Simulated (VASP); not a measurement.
Here is a VASP 6.6.1 calculation.

INCAR

```
SYSTEM = CdC6
PREC     = Accurate       ! precision mode
ENCUT    = 520            ! plane-wave cutoff, eV
EDIFF    = 1E-7           ! SCF threshold, eV
ISMEAR   = 0              ! smearing method
SIGMA    = 0.1            ! smearing width, eV
LREAL    = .FALSE.        ! projectors in reciprocal space
LASPH    = .TRUE.         ! aspherical terms in the spheres
NELM     = 100            ! most SCF steps
ALGO     = Normal         ! electronic algorithm
ISIF     = 2              ! what is computed and relaxed
LWAVE    = .FALSE.        ! write WAVECAR
LCHARG   = .FALSE.        ! write CHGCAR
GGA      = PE             ! functional
NBANDS   = 27             ! bands
```

Contents of KPOINTS:

```
regular mesh
0
G
  10 10 10
  0 0 0
```

POSCAR

```
CdC6
1.0
    3.9119946398      0.0000000000      0.0000000000
    0.0000000000      3.9119946398      0.0000000000
    0.0000000000      0.0000000000      3.9119946398
Cd C
1 6
Direct
    0.0000000000      0.0000000000      0.0000000000
    0.8243241112      0.5000000000      0.5000000000
    0.1756758888      0.5000000000      0.5000000000
    0.5000000000      0.5000000000      0.8243241112
    0.5000000000      0.5000000000      0.1756758888
    0.5000000000      0.1756758888      0.5000000000
    0.5000000000      0.8243241112      0.5000000000
```

Potentials or basis: VASP PAW PBE potentials, release 64 (Cd, C).

Launch:

```console
$ cat potpaw_PBE.64/Cd/POTCAR potpaw_PBE.64/C/POTCAR > POTCAR
$ mpirun -np 1 vasp_std > vasp.out
```

(1) What does it give for the band gap on the k mesh?

(2) Estimate the pressure.

(3) Estimate the largest force.

## Answers

(1) zero (band 18 reaches 8.31 eV, above the bottom of band 19 at 5.50 eV).

(2) 0.5 GPa.

(3) 0.043 eV/Å.
